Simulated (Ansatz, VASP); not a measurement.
# Two plane-wave programs on VPtC4N4

```
V Pt C N
1.0
     5.88262    0.00000    0.00000
     0.00000    5.88262    0.00000
     0.00000    0.00000    5.88262
V Pt C N
1 1 4 4
Cartesian
  0.0000 0.0000 0.0000
  2.9413 2.9413 2.9413
  1.1068 1.1068 1.1068
  1.1068 4.7758 4.7758
  4.7758 1.1068 4.7758
  4.7758 4.7758 1.1068
  1.7823 1.7823 1.7823
  1.7823 4.1003 4.1003
  4.1003 1.7823 4.1003
  4.1003 4.1003 1.7823
```

Alike in both runs: task single point; functional PBE; k mesh 4 × 4 × 4; occupations gaussian, width 0.1 eV; collinear spin.

```csv
,VASP,Ansatz
version,VASP 6.6.1,Ansatz 0.2.0
potentials or method,"VASP PAW PBE potentials, release 64 (V_sv, Pt, C, N), cutoff 520 eV","scalar-relativistic, plane waves, PAW"
valence electrons in the cell,59,67
```

VASP gave:

* gap on the k mesh at the Fermi level (eV): none
* pressure (GPa): 4.6
* rms of the force components (eV/Å): 0.570
* net moment per atom (μB): 0.10
* size of the moment on the site where the two differ most (μB): 1.22

Task: Estimate Ansatz's values.

Result: gap on the k mesh at the Fermi level (eV): none; pressure (GPa): 4.3; rms of the force components (eV/Å): 0.409; net moment per atom (μB): 0.10; size of the moment on the site where the two differ most (μB): 0.92.

Site moments also hang on the region over which each program counts them. Atom by atom the forces differ by 0.179 eV/Å (rms over components). A gap of «none» marks a metal or a gap that the smearing closes. VASP's potentials hold 59 valence electrons a cell and Ansatz's 67, so a difference there can come from the potentials and not from the codes.

Neither program's run includes spin-orbit coupling. Noted on VASP's run: the standard files for N, O and F lose accuracy on very short bonds.
